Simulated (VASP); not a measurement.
# Ge (Fddd) in VASP: single point with PBE

Aim: the single point of Ge with PBE.

Everything below comes from runs of VASP 6.6.1. Logs are shortened: lines on timing, memory, paths and dates and some standing lists are left out, and cuts for length are marked.

## Step 1: The cell of the first run

It takes space group Fddd (No. 70, orthorhombic). The conventional cell has a = 5.601 Å, b = 5.658 Å, c = 5.714 Å, α = 90.00°, β = 90.00°, γ = 90.00°. Ge (site symmetry 222) has 4 Ge at 2.45 Å within 3.2 Å.

## Step 2: Single point, PBE (strain -0.0100 x Voigt [1, -1, 0, 0, 0, 0])

The input, INCAR:

```
SYSTEM = Ge
  PREC = Accurate
  ENCUT = 520
  EDIFF = 1E-7
  ISMEAR = 0
  SIGMA = 0.15
  LREAL = .False.
  LASPH = .True.
  NELM = 100
  ALGO = Normal
  ISIF = 2
  LWAVE = .False.
  LCHARG = .False.
  GGA = PE
  NBANDS = 21
```

The input, KPOINTS:

```
regular mesh
0
Gamma
  14 14 14
  0 0 0
```

The input, POSCAR:

```
Ge
1.0
    0.0000000000      2.8570577000      2.8287700000
    2.8004823000      0.0000000000      2.8287700000
    2.8004823000      2.8570577000      0.0000000000
Ge
2
Direct
    0.5000000000      0.5000000000      0.5000000000
    0.7500000000      0.7500000000      0.7500000000
```

Potentials or basis: VASP PAW PBE potentials, release 64 (Ge_d).

Started as:

```console
cat potpaw_PBE.64/Ge_d/POTCAR > POTCAR
mpirun -np 1 vasp_std > vasp.out
```

OUTCAR:

```text
SYSTEM = Ge
   PREC = Accurate
   ENCUT = 520
   EDIFF = 1E-7
   ISMEAR = 0
   LREAL = .False.
   LASPH = .True.
   NELM = 100
   ISIF = 2
   GGA = PE

 ion  position               nearest neighbor table
   1  0.500  0.500  0.500-   2 2.45   2 2.45   2 2.45   2 2.45
   2  0.750  0.750  0.750-   1 2.45   1 2.45   1 2.45   1 2.45

  LATTYP: Found a face centered orthorhombic cell.
 ALAT       =     5.6009646000
 B/A-ratio  =     1.0101010101
 C/A-ratio  =     1.0202020202

  Lattice vectors:

 A1 = (   0.0000000000,   2.8570577000,  -2.8287700000)
 A2 = (   2.8004823000,   2.8570577000,   0.0000000000)
 A3 = (   2.8004823000,   0.0000000000,  -2.8287700000)

Analysis of symmetry for initial positions (statically):
=====================================================================
 Subroutine PRICEL returns:
 Original cell was already a primitive cell.

 Routine SETGRP: Setting up the symmetry group for a
 face centered orthorhombic supercell.

 Subroutine GETGRP returns: Found  8 space group operations
 (whereof  4 operations were pure point group operations)
 out of a pool of  8 trial point group operations.

The static configuration has the point symmetry D_2 .
 The point group associated with its full space group is D_2h.

Analysis of symmetry for dynamics (positions and initial velocities):
=====================================================================
 Subroutine PRICEL returns:
 Original cell was already a primitive cell.

 Routine SETGRP: Setting up the symmetry group for a
 face centered orthorhombic supercell.

 Subroutine GETGRP returns: Found  8 space group operations
 (whereof  4 operations were pure point group operations)
 out of a pool of  8 trial point group operations.

The dynamic configuration has the point symmetry D_2 .
 The point group associated with its full space group is D_2h.

 Subroutine INISYM returns: Found  8 space group operations
 (whereof  4 operations are pure point group operations),
 and found     1 'primitive' translations

----------------------------------------------------------------------------------------

                                     Primitive cell

  volume of cell :      45.2668

  direct lattice vectors                    reciprocal lattice vectors
     0.000000000  2.857057700  2.828770000    -0.178540675  0.175005216  0.176755268
     2.800482300  0.000000000  2.828770000     0.178540675 -0.175005216  0.176755268
     2.800482300  2.857057700  0.000000000     0.178540675  0.175005216 -0.176755268

  length of vectors
     4.020537080  3.980532731  4.000684918     0.306179723  0.306179723  0.306179723

  position of ions in fractional coordinates (direct lattice)
     0.500000000  0.500000000  0.500000000
     0.750000000  0.750000000  0.750000000

  ion indices of the primitive-cell ions
   primitive index   ion index
                 1           1
                 2           2

----------------------------------------------------------------------------------------

 KPOINTS: regular mesh

Automatic generation of k-mesh.
 Grid dimensions read from file:
 generate k-points for:   14   14   14

 Generating k-lattice:

  Cartesian coordinates                     Fractional coordinates (reciprocal lattice)
    -0.012752905  0.012500373  0.012625376     0.071428571  0.000000000  0.000000000
     0.012752905 -0.012500373  0.012625376     0.000000000  0.071428571  0.000000000
     0.012752905  0.012500373 -0.012625376     0.000000000  0.000000000  0.071428571

  Length of vectors
     0.021869980  0.021869980  0.021869980

  Shift w.r.t. Gamma in fractional coordinates (k-lattice)
     0.000000000  0.000000000  0.000000000

 Subroutine IBZKPT returns following result:
 ===========================================

 Found    428 irreducible k-points:

 Following reciprocal coordinates:
            Coordinates               Weight
  0.000000  0.000000  0.000000      1.000000
  0.071429 -0.000000  0.000000      8.000000
  0.142857 -0.000000  0.000000      8.000000
  0.214286  0.000000 -0.000000      8.000000
  0.285714 -0.000000  0.000000      8.000000
  0.357143  0.000000  0.000000      8.000000
[... 16 lines left out ...]
  0.214286  0.142857 -0.000000      8.000000
  0.285714  0.142857 -0.000000      8.000000
 [... further k-points ...]
   k-points           NKPTS =    428   k-points in BZ     NKDIM =    428   number of bands    NBANDS=     21
   number of dos      NEDOS =    301   number of ions     NIONS =      2
   total plane-waves  NPLWV =  27000
   dimension x,y,z NGX =    30 NGY =   30 NGZ =   30
   dimension x,y,z NGXF=    60 NGYF=   60 NGZF=   60
   ions per type =               2
   NGX,Y,Z   is equivalent  to a cutoff of  12.40, 12.53, 12.47 a.u.
   NGXF,Y,Z  is equivalent  to a cutoff of  24.81, 25.06, 24.93 a.u.
 SYSTEM =  Ge
   PREC   = accura    normal or accurate (medium, high low for compatibility)
   ISTART =      0    job   : 0-new  1-cont  2-samecut
   ICHARG =      2    charge: 1-file 2-atom 10-const
   ISPIN  =      1    spin polarized calculation?
   LNONCOLLINEAR =      F non collinear calculations
   LSORBIT =      F    spin-orbit coupling
   LASPH  =      T    aspherical Exc in radial PAW
   ENCUT  =  520.0 eV  38.22 Ry    6.18 a.u.   7.48  7.40  7.44*2*pi/ulx,y,z
   NELM   =    100;   NELMIN=  2; NELMDL= -5     # of ELM steps
   EDIFF  = 0.1E-06   stopping-criterion for ELM
   LREAL  =      F    real-space projection
   EDIFFG = 0.1E-05   stopping-criterion for IOM
   NSW    =      0    number of steps for IOM
   IBRION =     -1    ionic relax: 0-MD 1-quasi-New 2-CG
   NFREE  =      0    steps in history (QN), initial steepest desc. (CG)
   ISIF   =      2    stress and relaxation
   ISYM   =      2    0-nonsym 1-usesym 2-fastsym
   POTIM  = 0.5000    time-step for ionic-motion
   TEBEG  =    0.0;   TEEND  =   0.0 temperature during run
   PSTRESS=    0.0 pullay stress
   NELECT =      28.0000    total number of electrons
   NUPDOWN=      -1.0000    fix difference up-down
   EMIN   =  10.00;   EMAX   =-10.00  energy-range for DOS
   EFERMI =   0.00;   METHOD = LEGACY
   ISMEAR =     0;   SIGMA  =   0.15  broadening in eV -4-tet -1-fermi 0-gaus
   EFERMI_NEDOS =   21; number of points for ismear=-14 and -15
   IALGO  =     38    algorithm
   IMIX   =      4    mixing-type and parameters
     AMIX     =   0.40;   BMIX     =  1.00
     AMIX_MAG =   1.60;   BMIX_MAG =  1.00
  volume/ion in A,a.u.               =      22.63       152.74
  Fermi-wavevector in a.u.,A,eV,Ry     =   1.394872  2.635926 26.472418  1.945668
  Thomas-Fermi vector in A             =   2.518379
   LORBIT       =      0    0 simple, 1 ext, 2 COOP (PROOUT), +10 PAW based schemes
   GGA     = PE    functional components
   LHFCALC =     F    Hartree Fock is set to
   AEXX    =    0.0000 exact exchange contribution
   IVDW    =     0    specifies the selected vdW correction
   LEPSILON=     F    determine dielectric tensor
   LRPA    =     F    only Hartree local field effects (RPA)
 non-spin polarized calculation
 Gauss-broadening in eV      SIGMA  =   0.15
  energy-cutoff  :      520.00
  volume of cell :       45.27
 maximum number of plane-waves:      1243
 NGX is ok and might be reduce to    30
   NGX = 15   NGY = 15   NGZ = 15

 number of electron      28.0000024 magnetization

 Free energy of the ion-electron system (eV)
  ---------------------------------------------------
  ext. energy  EPLUGINS =         0.00000000
  ---------------------------------------------------
  free energy    TOTEN  =        -9.00754697 eV

  energy without entropy =       -9.00709198  energy(sigma->0) =       -9.00731947

 E-fermi :   5.0692     XC(G=0):  -9.9267

 val. band max:        5.0280058996   @ k =   0.0000   0.0000   0.0000
 cond. band min:       5.0710312036   @ k =   0.0000   0.0000   0.0000
 fundamental gap:      0.0430253040
 Fermi energy:         5.0691745235

 k-point     1 :       0.0000    0.0000    0.0000
  band No.  band energies     occupation
      1     -19.8237      2.00000
      2     -19.8212      2.00000
      3     -19.8189      2.00000
      4     -19.7858      2.00000
      5     -19.7843      2.00000
      6     -19.5788      2.00000
[... 13 lines left out ...]
     20      14.3006      0.00000
     21      14.6466      0.00000

 k-point     2 :       0.0714   -0.0000    0.0000
  band No.  band energies     occupation
      1     -19.8262      2.00000
      2     -19.8236      2.00000
      3     -19.8198      2.00000
      4     -19.7812      2.00000
      5     -19.7800      2.00000
      6     -19.5822      2.00000
[... 13 lines left out ...]
     20      13.8631      0.00000
     21      14.1527      0.00000

 k-point     3 :       0.1429   -0.0000    0.0000
  band No.  band energies     occupation
      1     -19.8325      2.00000
      2     -19.8296      2.00000
      3     -19.8180      2.00000
      4     -19.7715      2.00000
      5     -19.7706      2.00000
      6     -19.5898      2.00000
[... 13 lines left out ...]
     20      13.3522      0.00000
     21      13.5715      0.00000

 k-point     4 :       0.2143    0.0000   -0.0000
  band No.  band energies     occupation
      1     -19.8387      2.00000
      2     -19.8354      2.00000
      3     -19.8147      2.00000
      4     -19.7612      2.00000
      5     -19.7607      2.00000
      6     -19.5980      2.00000
[... 13 lines left out ...]
     20      13.2129      0.00000
     21      13.3420      0.00000

 k-point     5 :       0.2857   -0.0000    0.0000
  band No.  band energies     occupation
      1     -19.8433      2.00000
      2     -19.8395      2.00000
      3     -19.8108      2.00000
      4     -19.7527      2.00000
      5     -19.7524      2.00000
      6     -19.6044      2.00000
[... 13 lines left out ...]
     20      13.5185      0.00000
     21      13.5551      0.00000

 k-point     6 :       0.3571    0.0000    0.0000
  band No.  band energies     occupation
      1     -19.8462      2.00000
      2     -19.8419      2.00000
      3     -19.8073      2.00000
      4     -19.7470      2.00000
      5     -19.7468      2.00000
      6     -19.6085      2.00000
[... 13 lines left out ...]
     20      14.2423      0.00000
     21      14.2997      0.00000

 k-point     7 :       0.4286    0.0000   -0.0000
  band No.  band energies     occupation
      1     -19.8477      2.00000
      2     -19.8430      2.00000
      3     -19.8048      2.00000
      4     -19.7441      2.00000
      5     -19.7438      2.00000
      6     -19.6105      2.00000
[... 13 lines left out ...]
     20      15.2774      0.00000
     21      15.4014      0.00000
[... 291 lines left out ...]
      1     -19.8375      2.00000
      2     -19.8312      2.00000
      3     -19.8171      2.00000
      4     -19.7689      2.00000
      5     -19.7608      2.00000
      6     -19.6017      2.00000
[... 13 lines left out ...]
     20      13.0511      0.00000
     21      13.6546      0.00000

 k-point    21 :      -0.0714    0.0714    0.0000
  band No.  band energies     occupation
      1     -19.8309      2.00000
      2     -19.8253      2.00000
      3     -19.8205      2.00000
      4     -19.7771      2.00000
      5     -19.7720      2.00000
      6     -19.5919      2.00000
[... 13 lines left out ...]
     20      13.2447      0.00000
     21      13.9121      0.00000

 k-point    22 :       0.1429    0.1429    0.0000
  band No.  band energies     occupation
      1     -19.8308      2.00000
      2     -19.8296      2.00000
      3     -19.8263      2.00000
      4     -19.7735      2.00000
      5     -19.7556      2.00000
      6     -19.6159      2.00000
[... 13 lines left out ...]
     20      12.9553      0.00000
     21      14.8000      0.00000

 k-point    23 :       0.2143    0.1429   -0.0000
  band No.  band energies     occupation
      1     -19.8385      2.00000
      2     -19.8323      2.00000
      3     -19.8236      2.00000
      4     -19.7659      2.00000
      5     -19.7436      2.00000
      6     -19.6290      2.00000
[... 13 lines left out ...]
     20      13.7247      0.00000
     21      14.7279      0.00000

 k-point    24 :       0.2857    0.1429   -0.0000
  band No.  band energies     occupation
      1     -19.8466      2.00000
      2     -19.8373      2.00000
      3     -19.8157      2.00000
      4     -19.7566      2.00000
      5     -19.7329      2.00000
      6     -19.6390      2.00000
[... 13 lines left out ...]
     20      14.3152      0.00000
     21      14.7998      0.00000

 [... further k-points ...]

------------------------ aborting loop because EDIFF is reached ----------------------------------------

  FORCE on cell =-STRESS in cart. coord.  units (eV):
  Direction    XX          YY          ZZ          XY          YZ          ZX
  --------------------------------------------------------------------------------------
  -------------------------------------------------------------------------------------
  Total        1.2166994      0.8192696      1.0273982      0.0000000      0.0000000      0.0000000
  in kB       43.0640039     28.9973271     36.3638531      0.0000000      0.0000000      0.0000000
  external PRESSURE =      36.1417281 kB  Pullay stress =       0.0000000 kB

 VOLUME and BASIS-vectors are now :
 -----------------------------------------------------------------------------
  energy-cutoff  :      520.00
  volume of cell :       45.27
      direct lattice vectors                 reciprocal lattice vectors
     0.000000000  2.857057700  2.828770000    -0.178540675  0.175005216  0.176755268
     2.800482300  0.000000000  2.828770000     0.178540675 -0.175005216  0.176755268
     2.800482300  2.857057700  0.000000000     0.178540675  0.175005216 -0.176755268

 POSITION                                       TOTAL-FORCE (eV/Angst)
 -----------------------------------------------------------------------------------
      2.80048      2.85706      2.82877         0.000000     -0.000000      0.000000
      4.20072      4.28559      4.24315        -0.000000      0.000000     -0.000000
 -----------------------------------------------------------------------------------
    total drift:                                0.000000     -0.000000      0.000000

  FREE ENERGIE OF THE ION-ELECTRON SYSTEM (eV)
  ---------------------------------------------------
  free  energy   TOTEN  =        -9.0075469671 eV

  energy  without entropy=       -9.0070919777  energy(sigma->0) =       -9.00731947
```

Wall time 3.4 min (1 thread of AMD EPYC 9R14 (Zen 4), shared host); peak memory 0.38 GiB.

What came out:

* Free energy: -9.0075 eV
* Pressure: 3.6 GPa
* Band gap on the k mesh: 0.04 eV, direct

Stress tensor (GPa, compression positive):
```
4.31 0.00 0.00
0.00 2.90 0.00
0.00 0.00 3.64
```

Caveat: the cell differs from its parent crystal (strain -0.0100 x Voigt [1, -1, 0, 0, 0, 0]).
